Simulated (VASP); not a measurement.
# PbO2 (P4_2/mnm) in VASP: a series of runs

PbO2 is run at these levels: PBE, PBEsol, r2SCAN; tasks: single point, relaxation of cell and atoms.

All numbers are computed with VASP 6.6.1; they aren't measurements. Logs are shortened: lines on timing, memory, paths and dates and some standing lists are left out, and cuts for length are marked.

### 1 The cell of the first run

The structure is tetragonal, space group P4_2/mnm (No. 136). Conventional cell: a = 4.995 Å, b = 4.995 Å, c = 3.409 Å, α = 90.00°, β = 90.00°, γ = 90.00°. Within 2.9 Å of Pb (site symmetry mmm) lie 6 O at 2.17 to 2.18 Å. O (site symmetry m2m) has 3 Pb at 2.17 to 2.18 Å and 1 O at 2.72 Å within 2.9 Å.

### 2 Single point, PBE

INCAR

```
  PREC = Accurate
  ENCUT = 520
  EDIFF = 1E-6
  ISMEAR = -1
  SIGMA = 0.05
  LREAL = False
  LASPH = True
  NELM = 60
  ALGO = Normal
  ISIF = 2
  LWAVE = False
  LCHARG = False
  GGA = PE
  NBANDS = 35
```

KPOINTS

```
regular mesh
0
Gamma
  6 6 8
```

POSCAR

```
PbO2
1.0
    4.9949598700      0.0000000000      0.0000000000
    0.0000000000      4.9949598700      0.0000000000
    0.0000000000      0.0000000000      3.4090009600
Pb O
2 4
Direct
    0.5000000000      0.5000000000      0.5000000000
    0.0000000000      0.0000000000      0.0000000000
    0.6925710400      0.6925710400      0.0000000000
    0.8074289600      0.1925710400      0.5000000000
    0.1925710400      0.8074289600      0.5000000000
    0.3074289600      0.3074289600      0.0000000000
```

Potentials or basis: VASP PAW PBE potentials, release 64 (Pb_d, O).

On the command line:

```bash
$ cat potpaw_PBE.64/Pb_d/POTCAR potpaw_PBE.64/O/POTCAR > POTCAR
$ mpirun -np 1 vasp_std > vasp.out
```

OUTCAR:

```text
PREC = Accurate
   ENCUT = 520
   EDIFF = 1E-6
   ISMEAR = -1
   LREAL = False
   LASPH = True
   NELM = 60
   ISIF = 2
   GGA = PE

 ion  position               nearest neighbor table
   1  0.500  0.500  0.500-   4 2.17   5 2.17   3 2.18   6 2.18   3 2.18   6 2.18   2 3.92   2 3.92
                             2 3.92   2 3.92   2 3.92   2 3.92   2 3.92   2 3.92
   2  0.000  0.000  0.000-   3 2.17   6 2.17   5 2.18   4 2.18   4 2.18   5 2.18   1 3.92   1 3.92
                             1 3.92   1 3.92   1 3.92   1 3.92   1 3.92   1 3.92
   3  0.693  0.693  0.000-   2 2.17   1 2.18   1 2.18
   4  0.807  0.193  0.500-   1 2.17   2 2.18   2 2.18
   5  0.193  0.807  0.500-   1 2.17   2 2.18   2 2.18
   6  0.307  0.307  0.000-   2 2.17   1 2.18   1 2.18

  LATTYP: Found a simple tetragonal cell.
 ALAT       =     4.9949598700
 C/A-ratio  =     0.6824881578

  Lattice vectors:

 A1 = (   4.9949598700,   0.0000000000,   0.0000000000)
 A2 = (   0.0000000000,   4.9949598700,   0.0000000000)
 A3 = (   0.0000000000,   0.0000000000,   3.4090009600)

Analysis of symmetry for initial positions (statically):
=====================================================================
 Subroutine PRICEL returns:
 Original cell was already a primitive cell.

 Routine SETGRP: Setting up the symmetry group for a
 simple tetragonal supercell.

 Subroutine GETGRP returns: Found 16 space group operations
 (whereof  8 operations were pure point group operations)
 out of a pool of 16 trial point group operations.

The static configuration has the point symmetry D_2h.
 The point group associated with its full space group is D_4h.

Analysis of symmetry for dynamics (positions and initial velocities):
=====================================================================
 Subroutine PRICEL returns:
 Original cell was already a primitive cell.

 Routine SETGRP: Setting up the symmetry group for a
 simple tetragonal supercell.

 Subroutine GETGRP returns: Found 16 space group operations
 (whereof  8 operations were pure point group operations)
 out of a pool of 16 trial point group operations.

The dynamic configuration has the point symmetry D_2h.
 The point group associated with its full space group is D_4h.

 Subroutine INISYM returns: Found 16 space group operations
 (whereof  8 operations are pure point group operations),
 and found     1 'primitive' translations

----------------------------------------------------------------------------------------

                                     Primitive cell

  volume of cell :      85.0533

  direct lattice vectors                    reciprocal lattice vectors
     4.994959870  0.000000000  0.000000000     0.200201809  0.000000000  0.000000000
     0.000000000  4.994959870  0.000000000     0.000000000  0.200201809  0.000000000
     0.000000000  0.000000000  3.409000960     0.000000000  0.000000000  0.293341073

  length of vectors
     4.994959870  4.994959870  3.409000960     0.200201809  0.200201809  0.293341073

  position of ions in fractional coordinates (direct lattice)
     0.500000000  0.500000000  0.500000000
     0.000000000  0.000000000  0.000000000
     0.692571040  0.692571040  0.000000000
     0.807428960  0.192571040  0.500000000
     0.192571040  0.807428960  0.500000000
     0.307428960  0.307428960  0.000000000

  ion indices of the primitive-cell ions
   primitive index   ion index
                 1           1
                 2           2
                 3           3
                 4           4
                 5           5
                 6           6

----------------------------------------------------------------------------------------

 KPOINTS: regular mesh

Automatic generation of k-mesh.
 Grid dimensions read from file:
 generate k-points for:    6    6    8

 Generating k-lattice:

  Cartesian coordinates                     Fractional coordinates (reciprocal lattice)
     0.033366968  0.000000000  0.000000000     0.166666667  0.000000000  0.000000000
     0.000000000  0.033366968  0.000000000     0.000000000  0.166666667  0.000000000
     0.000000000  0.000000000  0.036667634     0.000000000  0.000000000  0.125000000

  Length of vectors
     0.033366968  0.033366968  0.036667634

  Shift w.r.t. Gamma in fractional coordinates (k-lattice)
     0.000000000  0.000000000  0.000000000

 Subroutine IBZKPT returns following result:
 ===========================================

 Found     50 irreducible k-points:

 Following reciprocal coordinates:
            Coordinates               Weight
  0.000000  0.000000  0.000000      1.000000
  0.166667  0.000000  0.000000      4.000000
  0.333333  0.000000  0.000000      4.000000
  0.500000  0.000000  0.000000      2.000000
  0.166667  0.166667  0.000000      4.000000
  0.333333  0.166667  0.000000      8.000000
[... 16 lines left out ...]
  0.333333  0.000000  0.250000      8.000000
  0.500000  0.000000  0.250000      4.000000
 [... further k-points ...]
   k-points           NKPTS =     50   k-points in BZ     NKDIM =     50   number of bands    NBANDS=     35
   number of dos      NEDOS =    301   number of ions     NIONS =      6
   total plane-waves  NPLWV =  44800
   dimension x,y,z NGX =    40 NGY =   40 NGZ =   28
   dimension x,y,z NGXF=    80 NGYF=   80 NGZF=   56
   ions per type =               2   4
   NGX,Y,Z   is equivalent  to a cutoff of  13.31, 13.31, 13.65 a.u.
   NGXF,Y,Z  is equivalent  to a cutoff of  26.63, 26.63, 27.31 a.u.
 SYSTEM =  unknown system
   PREC   = accura    normal or accurate (medium, high low for compatibility)
   ISTART =      0    job   : 0-new  1-cont  2-samecut
   ICHARG =      2    charge: 1-file 2-atom 10-const
   ISPIN  =      1    spin polarized calculation?
   LNONCOLLINEAR =      F non collinear calculations
   LSORBIT =      F    spin-orbit coupling
   LASPH  =      T    aspherical Exc in radial PAW
   ENCUT  =  520.0 eV  38.22 Ry    6.18 a.u.   9.29  9.29  6.34*2*pi/ulx,y,z
   NELM   =     60;   NELMIN=  2; NELMDL= -5     # of ELM steps
   EDIFF  = 0.1E-05   stopping-criterion for ELM
   LREAL  =      F    real-space projection
   EDIFFG = 0.1E-04   stopping-criterion for IOM
   NSW    =      0    number of steps for IOM
   IBRION =     -1    ionic relax: 0-MD 1-quasi-New 2-CG
   NFREE  =      0    steps in history (QN), initial steepest desc. (CG)
   ISIF   =      2    stress and relaxation
   ISYM   =      2    0-nonsym 1-usesym 2-fastsym
   POTIM  = 0.5000    time-step for ionic-motion
   TEBEG  =    0.0;   TEEND  =   0.0 temperature during run
   PSTRESS=    0.0 pullay stress
   NELECT =      52.0000    total number of electrons
   NUPDOWN=      -1.0000    fix difference up-down
   EMIN   =  10.00;   EMAX   =-10.00  energy-range for DOS
   EFERMI =   0.00;   METHOD = LEGACY
   ISMEAR =    -1;   SIGMA  =   0.05  broadening in eV -4-tet -1-fermi 0-gaus
   EFERMI_NEDOS =   21; number of points for ismear=-14 and -15
   IALGO  =     38    algorithm
   IMIX   =      4    mixing-type and parameters
     AMIX     =   0.40;   BMIX     =  1.00
     AMIX_MAG =   1.60;   BMIX_MAG =  1.00
  volume/ion in A,a.u.               =      14.18        95.66
  Fermi-wavevector in a.u.,A,eV,Ry     =   1.389458  2.625696 26.267337  1.930595
  Thomas-Fermi vector in A             =   2.513487
   LORBIT       =      0    0 simple, 1 ext, 2 COOP (PROOUT), +10 PAW based schemes
   GGA     = PE    functional components
   LHFCALC =     F    Hartree Fock is set to
   AEXX    =    0.0000 exact exchange contribution
   IVDW    =     0    specifies the selected vdW correction
   LEPSILON=     F    determine dielectric tensor
   LRPA    =     F    only Hartree local field effects (RPA)
 non-spin polarized calculation
  energy-cutoff  :      520.00
  volume of cell :       85.05
 maximum number of plane-waves:      2308
 NGX is ok and might be reduce to    40
   NGX = 19   NGY = 19   NGZ = 13

 number of electron      52.0000009 magnetization

 Free energy of the ion-electron system (eV)
  ---------------------------------------------------
  ext. energy  EPLUGINS =         0.00000000
  ---------------------------------------------------
  free energy    TOTEN  =       -31.79603967 eV

  energy without entropy =      -31.79212111  energy(sigma->0) =      -31.79408039

 E-fermi :   4.2467     XC(G=0): -10.6055

 val. band max:        4.1770351046   @ k =   0.0000   0.0000   0.1250
 cond. band min:       4.2639283460   @ k =   0.1667   0.0000   0.0000
 fundamental gap:      0.0868932414
 Fermi energy:         4.2466872681

 k-point     1 :       0.0000    0.0000    0.0000
  band No.  band energies     occupation
      1     -14.0502      2.00000
      2     -13.9523      2.00000
      3     -12.3079      2.00000
      4     -12.3079      2.00000
      5     -11.3410      2.00000
      6     -11.1497      2.00000
[... 27 lines left out ...]
     34      15.2176      0.00000
     35      16.0492      0.00000

 k-point     2 :       0.1667    0.0000    0.0000
  band No.  band energies     occupation
      1     -13.9795      2.00000
      2     -13.9065      2.00000
      3     -12.5548      2.00000
      4     -12.4582      2.00000
      5     -11.1097      2.00000
      6     -11.1095      2.00000
[... 27 lines left out ...]
     34      15.5814      0.00000
     35      16.0560      0.00000

 k-point     3 :       0.3333    0.0000    0.0000
  band No.  band energies     occupation
      1     -13.7976      2.00000
      2     -13.7823      2.00000
      3     -12.9151      2.00000
      4     -12.7877      2.00000
      5     -11.1021      2.00000
      6     -11.1017      2.00000
[... 27 lines left out ...]
     34      16.1594      0.00000
     35      16.2551      0.00000
[... 723 lines left out ...]
 k-point    23 :       0.3333    0.0000    0.2500
  band No.  band energies     occupation
      1     -13.5705      2.00000
      2     -13.5280      2.00000
      3     -13.2018      2.00000
      4     -13.1597      2.00000
      5     -11.1315      2.00000
      6     -10.9967      2.00000
[... 27 lines left out ...]
     34      15.5630      0.00000
     35      16.2968      0.00000

 k-point    24 :       0.5000    0.0000    0.2500
  band No.  band energies     occupation
      1     -13.5088      2.00000
      2     -13.5088      2.00000
      3     -13.2183      2.00000
      4     -13.2183      2.00000
      5     -11.0245      2.00000
      6     -11.0245      2.00000
[... 27 lines left out ...]
     34      15.5910      0.00000
     35      16.4610      0.00000

 [... further k-points ...]
[... 5 lines left out ...]
  --------------------------------------------------------------------------------------
  -------------------------------------------------------------------------------------
  Total        2.9420999      2.9420999      3.6215757      0.0000000      0.0000000      0.0000000
  in kB       55.4213209     55.4213209     68.2208338      0.0000000      0.0000000      0.0000000
  external PRESSURE =      59.6878252 kB  Pullay stress =       0.0000000 kB

 VOLUME and BASIS-vectors are now :
 -----------------------------------------------------------------------------
  energy-cutoff  :      520.00
  volume of cell :       85.05
      direct lattice vectors                 reciprocal lattice vectors
     4.994959870  0.000000000  0.000000000     0.200201809  0.000000000  0.000000000
     0.000000000  4.994959870  0.000000000     0.000000000  0.200201809  0.000000000
     0.000000000  0.000000000  3.409000960     0.000000000  0.000000000  0.293341073

 POSITION                                       TOTAL-FORCE (eV/Angst)
 -----------------------------------------------------------------------------------
      2.49748      2.49748      1.70450         0.000000     -0.000000      0.000000
      0.00000      0.00000      0.00000         0.000000     -0.000000      0.000000
      3.45936      3.45936      0.00000         0.035707      0.035707      0.000000
      4.03308      0.96188      1.70450        -0.035707      0.035707      0.000000
      0.96188      4.03308      1.70450         0.035707     -0.035707      0.000000
      1.53560      1.53560      0.00000        -0.035707     -0.035707     -0.000000
 -----------------------------------------------------------------------------------
    total drift:                               -0.000000      0.000000      0.000000

  FREE ENERGIE OF THE ION-ELECTRON SYSTEM (eV)
  ---------------------------------------------------
  free  energy   TOTEN  =       -31.7960396685 eV

  energy  without entropy=      -31.7921211122  energy(sigma->0) =      -31.79408039
```

Run time: 3.3 min. Hardware: 1 thread of Intel Xeon 8259CL, shared host; peak memory 0.27 GiB.

What came out:

```
Free energy            : -31.7960 eV
Pressure               : 6.0 GPa
Largest force          : 0.050 eV/Å
Band gap on the k mesh : 0.09 eV (least direct gap 0.12 eV)
```

Forces in eV/Å, atoms in the order of the input:
```
Pb   0.000  0.000  0.000
Pb   0.000  0.000  0.000
O    0.036  0.036  0.000
O   -0.036  0.036  0.000
O    0.036 -0.036  0.000
O   -0.036 -0.036  0.000
```

Levels at points of the mesh, in eV from the valence-band top:
| k point | band 23 | band 24 | band 25 | band 26 | band 27 | band 28 | band 29 | band 30 |
| --- | --- | --- | --- | --- | --- | --- | --- | --- |
| (0.00, 0.00, 0.00) | -0.58 | -0.58 | -0.57 | -0.57 | 0.10 | 4.26 | 5.91 | 5.91 |
| (0.50, 0.00, 0.00) | -0.62 | -0.62 | -0.36 | -0.36 | 2.42 | 2.42 | 6.52 | 6.52 |
| (0.50, 0.50, 0.00) | -0.64 | -0.64 | -0.46 | -0.46 | 2.83 | 2.83 | 6.78 | 6.78 |
| (0.00, 0.00, 0.50) | -1.09 | -1.09 | -0.76 | -0.76 | 3.75 | 3.75 | 8.91 | 8.91 |
| (0.50, 0.00, 0.50) | -0.75 | -0.75 | -0.19 | -0.19 | 4.06 | 4.06 | 7.35 | 7.35 |
| (0.50, 0.50, 0.50) | -0.65 | -0.65 | -0.50 | -0.50 | 2.84 | 2.84 | 8.36 | 8.36 |

Caveat: the cell stands under pressure; spin-orbit coupling is left out, which moves the levels of the heavy elements. A k mesh can miss the band edges.

[end of part 1 of 3]
